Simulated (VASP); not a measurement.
Write the native input for VASP 6.6.1 that does the following.

* Task: density of states
* Functional: PBE
* Potentials or basis: VASP PAW PBE potentials, release 64 (La)
* Cutoff: 400 eV
* k mesh: 12 × 12 × 12
* Occupations: fermi-dirac, width 0.08 eV
* Spin: no spin polarisation
* Dipole correction: no
* k mesh for the DOS: 18 × 18 × 18
* Occupations for the DOS: tetrahedron
* Further INCAR settings: ALGO = Normal; EDIFF = 1e-06

The system is La.

```
La
1.0
     3.02594    0.00000    0.00000
     0.00000    3.02594    0.00000
     0.00000    0.00000    3.02594
La
1
Direct
  0.00000 0.00000 0.00000
```

This cell differs from its parent crystal: volume scaled by 0.75.

These files were run (other wordings do the same):

POSCAR

```
La
1.0
    3.0259429147      0.0000000000      0.0000000000
    0.0000000000      3.0259429147      0.0000000000
    0.0000000000      0.0000000000      3.0259429147
La
1
Direct
    0.0000000000      0.0000000000      0.0000000000
```

INCAR.step1

```
PREC = Accurate
ENCUT = 400
EDIFF = 1E-6
ISMEAR = -1
SIGMA = 0.08
LREAL = F
LASPH = T
NELM = 200
ALGO = Normal
ISIF = 2
LWAVE = F
LCHARG = T
LMAXMIX = 6
GGA = PE
NBANDS = 12
GGA_COMPAT = F
NEDOS = 2001
LORBIT = 11
```

KPOINTS.step1

```
Automatic mesh
0
Gamma
  12 12 12
```

INCAR.step2

```
PREC = Accurate
ENCUT = 400
EDIFF = 1E-6
ISMEAR = -5
SIGMA = 0.08
LREAL = F
LASPH = T
NELM = 200
ALGO = Normal
ISIF = 2
LWAVE = F
LCHARG = F
LMAXMIX = 6
GGA = PE
LORBIT = 10
NEDOS = 1001
ICHARG = 11
GGA_COMPAT = F
```

KPOINTS.step2

```
Automatic mesh
0
Gamma
  18 18 18
```

Potentials or basis: VASP PAW PBE potentials, release 64 (La).

Launch:

```console
$ cat potpaw_PBE.64/La/POTCAR > POTCAR
$ cp INCAR.step1 INCAR
$ cp KPOINTS.step1 KPOINTS
$ mpirun -np 1 vasp_std > vasp.out
$ cp INCAR.step2 INCAR
$ cp KPOINTS.step2 KPOINTS
$ mpirun -np 1 vasp_std > vasp.out
```

It gave:

The valence electrons inside the program's atomic spheres are La 9.05.

Caveat: spin-orbit coupling is left out, which moves the levels of the heavy elements.

Run time: 40 s on 1 thread of Intel(R) Xeon(R) Platinum 8259CL CPU @ 2.50GHz (Skylake/Cascade Lake), on a shared host, peak memory 0.17 GiB.
